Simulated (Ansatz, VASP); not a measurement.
## One calculation of PbS, two programs

The input POSCAR:

```
PbS
1.0
    2.1083253776     -5.8692756801      0.0000000000
    2.1083253776      5.8692756801      0.0000000000
    0.0000000000      0.0000000000      4.2604423679
Pb S
2 2
Direct
    0.8710879168      0.1289120832      0.7500000000
    0.1289120832      0.8710879168      0.2500000000
    0.6432979777      0.3567020223      0.7500000000
    0.3567020223      0.6432979777      0.2500000000
```

File INCAR.step1:

```
SYSTEM = PbS
  PREC = Accurate
  ENCUT = 520
  ISMEAR = 0
  SIGMA = 0.01
  LREAL = .False.
  LASPH = .True.
  NELM = 60
  NBANDS = 28
  GGA = PE
  ALGO = Normal
  EDIFF = 1E-4
  LWAVE = .True.
  LCHARG = .False.
```

The input INCAR.step2:

```
SYSTEM = PbS
  PREC = Accurate
  ENCUT = 520
  EDIFF = 1E-6
  ISMEAR = 0
  SIGMA = 0.01
  LREAL = .False.
  LASPH = .True.
  NELM = 60
  ALGO = Normal
  ISIF = 2
  LWAVE = .False.
  LCHARG = .False.
  METAGGA = R2SCAN
  LMIXTAU = .True.
  NBANDS = 28
  ISTART = 1
```

File KPOINTS:

```
regular mesh
0
Gamma
  6 6 6
  0 0 0
```

Input for Ansatz:

```yaml
crystal:
  lattice:
    - [2.1083253776, -5.8692756801, 0.0]
    - [2.1083253776, 5.8692756801, 0.0]
    - [0.0, 0.0, 4.2604423679]
  atoms:
    - { symbol: Pb, position: [0.8710879168, 0.1289120832, 0.75] }
    - { symbol: Pb, position: [0.1289120832, 0.8710879168, 0.25] }
    - { symbol: S, position: [0.6432979777, 0.3567020223, 0.75] }
    - { symbol: S, position: [0.3567020223, 0.6432979777, 0.25] }
kpoints:
  mp_grid: { grid: [6, 6, 6] }
  band_path:
    path:
      - [0.0, 0.0, 0.0]
      - [-0.5, 0.5, 0.0]
      - [-0.2809089673, 0.7190910327, 0.0]
      - [0.2809089673, 0.2809089673, 0.0]
      - [0.0, 0.0, 0.5]
      - [0.2809089673, 0.2809089673, 0.5]
      - [-0.2809089673, 0.7190910327, 0.5]
      - [-0.5, 0.5, 0.5]
      - [0.0, 0.5, 0.0]
      - [-0.5, 0.5, 0.35]
      - [-0.5, -0.5, 0.365885]
      - [-0.5, -0.5, 0.376302]
    npoints: 1
hamiltonian:
  xc: r2scan
scf:
  occupations: { method: fixed }
  n_extra_bands: 5
output:
  forces: true
  stress: true
  eigenvalues: true
  write_density: true
  write_potential: true
  elf: true
  volumetric_format: npy
```

Change from the starting cell: uniaxial_x strain +2.2%.

Alike in both runs: task single point; functional r2SCAN; k mesh 6 × 6 × 6; no spin polarisation.

|  | VASP | Ansatz |
| --- | --- | --- |
| version | VASP 6.6.1 | Ansatz 0.2.0 |
| potentials or method | VASP PAW PBE potentials, release 64 (Pb_d, S) | plane waves, PAW |
| plane-wave cutoff (eV) | 520 | 500 |
| occupations | gaussian, width 0.01 eV | fixed |
| valence electrons in the cell | 40 | 40 |

Ansatz gave:

| Property | Result |
| --- | --- |
| gap on the k mesh at the Fermi level (eV) | 1.61 |
| pressure (GPa) | 0.0 |
| traceless stress, the component that is largest in VASP (GPa) | 0.91 |
| rms of the force components (eV/Å) | 0.013 |

**Question.** Estimate VASP's values.

**Answer.** gap on the k mesh at the Fermi level (eV): 1.61; pressure (GPa): 0.0; traceless stress, the component that is largest in VASP (GPa): 0.91; rms of the force components (eV/Å): 0.010.

VASP's potentials were made for PBE, not for r2SCAN. Atom by atom the forces differ by 0.004 eV/Å (rms over components).

Spin-orbit coupling is off throughout.
